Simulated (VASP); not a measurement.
# C: single point with PBEsol

Crystal: C.

```xyz
2
Lattice="0.0000 2.1270 3.3480 1.2280 0.0000 3.3480 1.2280 2.1270 0.0000" Properties=species:S:1:pos:R:3 pbc="T T T"
C     1.2280    0.7090    3.3480
C     1.2280    3.5450    3.3480
```

```
Program                 : VASP 6.6.1
Task                    : single point
Functional              : PBEsol
Potentials or basis     : VASP PAW PBE potentials, release 64 (C)
Cutoff                  : 520 eV
k mesh                  : 18 × 18 × 18
Occupations             : fermi-dirac, width 0.05 eV
Spin                    : no spin polarisation
Dipole correction       : no
k mesh for the DOS      : 27 × 27 × 27
Occupations for the DOS : tetrahedron
Further INCAR settings  : ALGO = Normal; EDIFF = 1e-07; NBANDS = 11
```

```yaml
Valence_electrons_inside_the_program's_atomic_spheres: C 2.65
```

Levels at points of the mesh, in eV from the valence-band top:
```
           k point  band 1  band 2  band 3  band 4  band 5  band 6  band 7  band 8
(0.00, 0.00, 0.00)  -19.73   -6.65   -2.99   -2.97    4.00    8.36    8.43   11.53
```

It took 6.8 min on 1 thread of Intel(R) Xeon(R) Platinum 8259CL CPU @ 2.50GHz (Skylake/Cascade Lake), on a shared host, peak memory 0.52 GiB.
